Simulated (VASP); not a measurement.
# Au (Fm-3m) in VASP: notebook, part 2 of 2

VASP 6.6.1. The steps go on from the part before.

### Step 5. Relaxation of cell and atoms, PBE, target pressure 40 GPa, at which the enthalpy is minimised

Input file INCAR:

```
ALGO     = Normal         # electronic algorithm
EDIFF    = 1E-7           # SCF threshold, eV
EDIFFG   = -0.01          # ionic threshold
ENCUT    = 600            # plane-wave cutoff, eV
GGA      = PE             # functional
IBRION   = 2              # ionic algorithm
ISIF     = 3              # what is computed and relaxed
ISMEAR   = -1             # smearing method
LASPH    = True           # aspherical terms in the spheres
LCHARG   = False          # write CHGCAR
LREAL    = False          # projectors in reciprocal space
LWAVE    = False          # write WAVECAR
NELM     = 80             # most SCF steps
NSW      = 80             # ionic steps
PREC     = Accurate       # precision mode
PSTRESS  = 400.0        
SIGMA    = 0.1            # smearing width, eV
```

Input file KPOINTS:

```
k-points
0
Gamma
  10 10 10
```

Input file POSCAR:

```
Au
1.0
    0.0000000000      2.0350000000      2.0350000000
    2.0350000000      0.0000000000      2.0350000000
    2.0350000000      2.0350000000      0.0000000000
Au
1
Direct
    0.0000000000      0.0000000000      0.0000000000
```

Potentials or basis: VASP PAW PBE potentials, release 64 (Au).

On the command line:

```console
$ cat potpaw_PBE.64/Au/POTCAR > POTCAR
$ mpirun -np 1 vasp_std > vasp.out
```

OUTCAR:

```text
EDIFF = 1E-7
   EDIFFG = -0.01
   ENCUT = 600
   GGA = PE
   IBRION = 2
   ISIF = 3
   ISMEAR = -1
   LASPH = True
   LREAL = False
   NELM = 80
   NSW = 80
   PREC = Accurate
   PSTRESS = 400.0

 ion  position               nearest neighbor table
   1  0.000  0.000  0.000-

  LATTYP: Found a face centered cubic cell.
 ALAT       =     4.0700000000

  Lattice vectors:

 A1 = (   0.0000000000,   2.0350000000,   2.0350000000)
 A2 = (   2.0350000000,   0.0000000000,   2.0350000000)
 A3 = (   2.0350000000,   2.0350000000,   0.0000000000)

Analysis of symmetry for initial positions (statically):
=====================================================================
 Subroutine PRICEL returns:
 Original cell was already a primitive cell.

 Routine SETGRP: Setting up the symmetry group for a
 face centered cubic supercell.

 Subroutine GETGRP returns: Found 48 space group operations
 (whereof 48 operations were pure point group operations)
 out of a pool of 48 trial point group operations.

The static configuration has the point symmetry O_h .

Analysis of symmetry for dynamics (positions and initial velocities):
=====================================================================
 Subroutine PRICEL returns:
 Original cell was already a primitive cell.

 Routine SETGRP: Setting up the symmetry group for a
 face centered cubic supercell.

 Subroutine GETGRP returns: Found 48 space group operations
 (whereof 48 operations were pure point group operations)
 out of a pool of 48 trial point group operations.

The dynamic configuration has the point symmetry O_h .

 Subroutine INISYM returns: Found 48 space group operations
 (whereof 48 operations are pure point group operations),
 and found     1 'primitive' translations

----------------------------------------------------------------------------------------

                                     Primitive cell

  volume of cell :      16.8548

  direct lattice vectors                    reciprocal lattice vectors
     0.000000000  2.035000000  2.035000000    -0.245700246  0.245700246  0.245700246
     2.035000000  0.000000000  2.035000000     0.245700246 -0.245700246  0.245700246
     2.035000000  2.035000000  0.000000000     0.245700246  0.245700246 -0.245700246

  length of vectors
     2.877924599  2.877924599  2.877924599     0.425565309  0.425565309  0.425565309

  position of ions in fractional coordinates (direct lattice)
     0.000000000  0.000000000  0.000000000

  ion indices of the primitive-cell ions
   primitive index   ion index
                 1           1

----------------------------------------------------------------------------------------

 KPOINTS: k-points

Automatic generation of k-mesh.
 Grid dimensions read from file:
 generate k-points for:   10   10   10

 Generating k-lattice:

  Cartesian coordinates                     Fractional coordinates (reciprocal lattice)
    -0.024570025  0.024570025  0.024570025     0.100000000  0.000000000  0.000000000
     0.024570025 -0.024570025  0.024570025     0.000000000  0.100000000  0.000000000
     0.024570025  0.024570025 -0.024570025     0.000000000  0.000000000  0.100000000

  Length of vectors
     0.042556531  0.042556531  0.042556531

  Shift w.r.t. Gamma in fractional coordinates (k-lattice)
     0.000000000  0.000000000  0.000000000

 Subroutine IBZKPT returns following result:
 ===========================================

 Found     47 irreducible k-points:

 Following reciprocal coordinates:
            Coordinates               Weight
  0.000000  0.000000  0.000000      1.000000
  0.100000  0.000000  0.000000      8.000000
  0.200000  0.000000  0.000000      8.000000
  0.300000  0.000000  0.000000      8.000000
  0.400000  0.000000  0.000000      8.000000
  0.500000  0.000000  0.000000      4.000000
[... 16 lines left out ...]
  0.300000  0.300000  0.000000      6.000000
  0.400000  0.300000  0.000000     24.000000
 [... further k-points ...]
   k-points           NKPTS =     47   k-points in BZ     NKDIM =     47   number of bands    NBANDS=      9
   number of dos      NEDOS =    301   number of ions     NIONS =      1
   total plane-waves  NPLWV =  13824
   dimension x,y,z NGX =    24 NGY =   24 NGZ =   24
   dimension x,y,z NGXF=    48 NGYF=   48 NGZF=   48
   ions per type =               1
   NGX,Y,Z   is equivalent  to a cutoff of  13.86, 13.86, 13.86 a.u.
   NGXF,Y,Z  is equivalent  to a cutoff of  27.73, 27.73, 27.73 a.u.
 SYSTEM =  unknown system
   PREC   = accura    normal or accurate (medium, high low for compatibility)
   ISTART =      0    job   : 0-new  1-cont  2-samecut
   ICHARG =      2    charge: 1-file 2-atom 10-const
   ISPIN  =      1    spin polarized calculation?
   LNONCOLLINEAR =      F non collinear calculations
   LSORBIT =      F    spin-orbit coupling
   LASPH  =      T    aspherical Exc in radial PAW
   ENCUT  =  600.0 eV  44.10 Ry    6.64 a.u.   5.75  5.75  5.75*2*pi/ulx,y,z
   NELM   =     80;   NELMIN=  2; NELMDL= -5     # of ELM steps
   EDIFF  = 0.1E-06   stopping-criterion for ELM
   LREAL  =      F    real-space projection
   EDIFFG = -.1E-01   stopping-criterion for IOM
   NSW    =     80    number of steps for IOM
   IBRION =      2    ionic relax: 0-MD 1-quasi-New 2-CG
   NFREE  =      1    steps in history (QN), initial steepest desc. (CG)
   ISIF   =      3    stress and relaxation
   ISYM   =      2    0-nonsym 1-usesym 2-fastsym
   POTIM  = 0.5000    time-step for ionic-motion
   TEBEG  =    0.0;   TEEND  =   0.0 temperature during run
   PSTRESS=  400.0 pullay stress
   NELECT =      11.0000    total number of electrons
   NUPDOWN=      -1.0000    fix difference up-down
   EMIN   =  10.00;   EMAX   =-10.00  energy-range for DOS
   EFERMI =   0.00;   METHOD = LEGACY
   ISMEAR =    -1;   SIGMA  =   0.10  broadening in eV -4-tet -1-fermi 0-gaus
   EFERMI_NEDOS =   21; number of points for ismear=-14 and -15
   IALGO  =     38    algorithm
   IMIX   =      4    mixing-type and parameters
     AMIX     =   0.40;   BMIX     =  1.00
     AMIX_MAG =   1.60;   BMIX_MAG =  1.00
  volume/ion in A,a.u.               =      16.85       113.74
  Fermi-wavevector in a.u.,A,eV,Ry     =   1.420032  2.683470 27.436005  2.016489
  Thomas-Fermi vector in A             =   2.540990
   LORBIT       =      0    0 simple, 1 ext, 2 COOP (PROOUT), +10 PAW based schemes
   GGA     = PE    functional components
   LHFCALC =     F    Hartree Fock is set to
   AEXX    =    0.0000 exact exchange contribution
   IVDW    =     0    specifies the selected vdW correction
   LEPSILON=     F    determine dielectric tensor
   LRPA    =     F    only Hartree local field effects (RPA)
 conjugate gradient relaxation of ions
 non-spin polarized calculation
  energy-cutoff  :      600.00
  volume of cell :       16.85
 maximum number of plane-waves:       588
   NGX = 11   NGY = 11   NGZ = 11

--------------------------------------- Ionic step        1  -------------------------------------------

 number of electron      10.9999999 magnetization

 Free energy of the ion-electron system (eV)
  ---------------------------------------------------
  ext. energy  EPLUGINS =         0.00000000
  ---------------------------------------------------
  free energy    TOTEN  =        -3.17311203 eV

  energy without entropy =       -3.15574330  energy(sigma->0) =       -3.16442767

 E-fermi :   9.6442     XC(G=0): -12.7834

 val. band max:        9.5064610021   @ k =   0.5000   0.2000   0.1000
 cond. band min:       9.7077600596   @ k =   0.5000   0.1000   0.0000
 fundamental gap:      0.2012990575
 Fermi energy:         9.6441737842

 k-point     1 :       0.0000    0.0000    0.0000
  band No.  band energies     occupation
      1      -0.3136      2.00000
      2       4.9072      2.00000
      3       4.9072      2.00000
      4       4.9072      2.00000
      5       6.4524      2.00000
      6       6.4524      2.00000
      7      24.1652      0.00000
      8      28.2307      0.00000
      9      28.2307      0.00000
[... 421 lines left out ...]
  enthalpy is  TOTEN    =         0.8612911544 eV   P V=        3.7994655788

--------------------------------------- Ionic step        5  -------------------------------------------

 number of electron      10.9999999 magnetization

 Free energy of the ion-electron system (eV)
  ---------------------------------------------------
  ext. energy  EPLUGINS =         0.00000000
  ---------------------------------------------------
  free energy    TOTEN  =        -2.91363401 eV

  energy without entropy =       -2.89629184  energy(sigma->0) =       -2.90496292

 E-fermi :  11.6512     XC(G=0): -13.4475

 val. band max:       11.5380621938   @ k =   0.5000   0.1000   0.0000
 cond. band min:      11.8152111203   @ k =   0.5000   0.3000   0.1000
 fundamental gap:      0.2771489265
 Fermi energy:        11.6512483760

 k-point     1 :       0.0000    0.0000    0.0000
  band No.  band energies     occupation
      1       0.4146      2.00000
      2       6.2122      2.00000
      3       6.2122      2.00000
      4       6.2122      2.00000
      5       8.0821      2.00000
      6       8.0821      2.00000
      7      25.8857      0.00000
      8      30.5874      0.00000
      9      30.5874      0.00000
[... 304 lines left out ...]
  FREE ENERGIE OF THE ION-ELECTRON SYSTEM (eV)
  ---------------------------------------------------
  free  energy   TOTEN  =        -2.9136340090 eV

  energy  without entropy=       -2.8962918355  energy(sigma->0) =       -2.90496292

  enthalpy is  TOTEN    =         0.8605803363 eV   P V=        3.7742143452

 reached required accuracy - stopping structural energy minimisation
```

Wall time 73 s (1 thread of AMD EPYC 7R13, shared host); peak memory 0.13 GiB.

What came out:

```
Free energy                                            : -2.9136 eV
Relaxed volume                                         : 15.12 Å³/atom
Relaxed cell                                           : a = 2.775 Å, b = 2.775 Å, c = 2.775 Å, α = 60.00°, β = 60.00°, γ = 60.00°
Space group after relaxing (to 0.05 Å)                 : Fm-3m (No. 225)
Energy change on relaxing (the enthalpy is what falls) : +259.5 meV/atom
Ionic steps                                            : 5
Pressure after relaxing                                : 40.0 GPa
```

Step by step:
| step | energy change (eV) | largest force (eV/Å) | pressure (GPa) | volume (Å³) |
| --- | --- | --- | --- | --- |
| 1 | 0.0000 | 0.0000 | 11.01 | 16.85 |
| 2 | 4.5726 | 0.0000 | 349.23 | 10.46 |
| 3 | 0.2062 | 0.0000 | 35.04 | 15.35 |
| 4 | 0.2349 | 0.0000 | 37.76 | 15.22 |
| 5 | 0.2595 | 0.0000 | 40.03 | 15.12 |

Final structure:
```
CELL_PARAMETERS angstrom
0.00000 1.96253 1.96253
1.96253 0.00000 1.96253
1.96253 1.96253 0.00000
ATOMIC_POSITIONS crystal
Au 0.00000 0.00000 0.00000
```

Levels at points of the mesh, in eV from the Fermi level:
```tsv
k point	band 2	band 3	band 4	band 5	band 6	band 7	band 8	band 9
(0.00, 0.00, 0.00)	-5.44	-5.44	-5.44	-3.57	-3.57	14.23	18.94	18.94
(0.50, 0.00, 0.00)	-5.49	-5.49	-2.09	-2.09	-1.58	3.74	13.72	17.96
(0.50, 0.50, 0.00)	-7.95	-2.14	-1.69	-1.69	0.64	6.80	10.30	10.30
```

Caveat: the cell is relaxed towards a set pressure, so the enthalpy falls and the energy may rise; spin-orbit coupling is left out, which moves the levels of the heavy elements.

### Step 6. The runs side by side

```tsv
cell	gap on the mesh (eV)	pressure (GPa)
relaxed to 10 GPa	none	10.0
relaxed to 20 GPa	none	19.9
relaxed to 30 GPa	none	30.0
relaxed to 40 GPa	none	40.0
```

Alike in all rows: task relaxation of cell and atoms; level PBE; potentials or basis VASP PAW PBE potentials, release 64 (Au); no spin polarisation; k mesh 10 × 10 × 10; cutoff (eV) 600; smearing fermi-dirac 0.1 eV.

Caveats: the cell is relaxed towards a set pressure, so the enthalpy falls and the energy may rise; spin-orbit coupling is left out, which moves the levels of the heavy elements.

Total energies depend on the potentials used, so only differences within one code and one set of settings carry meaning.
